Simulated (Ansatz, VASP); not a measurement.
# ZrIn2Te2: VASP beside Ansatz

```xyz
5
Lattice="5.0445 0.0000 0.0000 -2.5222 4.3687 0.0000 0.0000 0.0000 11.7329" Properties=species:S:1:pos:R:3 pbc="T T T"
Zr    2.5222    1.4562    0.0000
In    2.5222    1.4562    8.8347
In    2.5222    1.4562    2.8982
Te    2.5222    1.4562    5.8664
Te    0.0000    0.0000    5.8664
```

Alike in both runs: functional PBE; k mesh 4 × 4 × 2; occupations gaussian, width 0.2 eV; no spin polarisation.

Ansatz relaxed the structure, and its values are those at the end. VASP's run is a single point on that final structure, the one shown.

|  | VASP | Ansatz |
| --- | --- | --- |
| version | VASP 6.6.1 | Ansatz 0.2.0 |
| potentials or method | VASP PAW PBE potentials, release 64 (Zr_sv, In_d, Te), cutoff 520 eV | scalar-relativistic, plane waves, PAW |
| valence electrons in the cell | 50 | 70 |

VASP gave:

| Item | Value |
| --- | --- |
| gap on the k mesh at the Fermi level (eV) | none |
| pressure (GPa) | 0.0 |
| rms of the force components (eV/Å) | 0.012 |

Task: Estimate Ansatz's values.

Result: gap on the k mesh at the Fermi level (eV): none; pressure (GPa): 0.1; rms of the force components (eV/Å): 0.012.

A gap of «none» marks a metal or a gap that the smearing closes. The functional is the same, so the differences come from potentials, cutoffs and numerics. VASP's potentials hold 50 valence electrons a cell and Ansatz's 70, so a difference there can come from the potentials and not from the codes.

Spin-orbit coupling is off throughout.
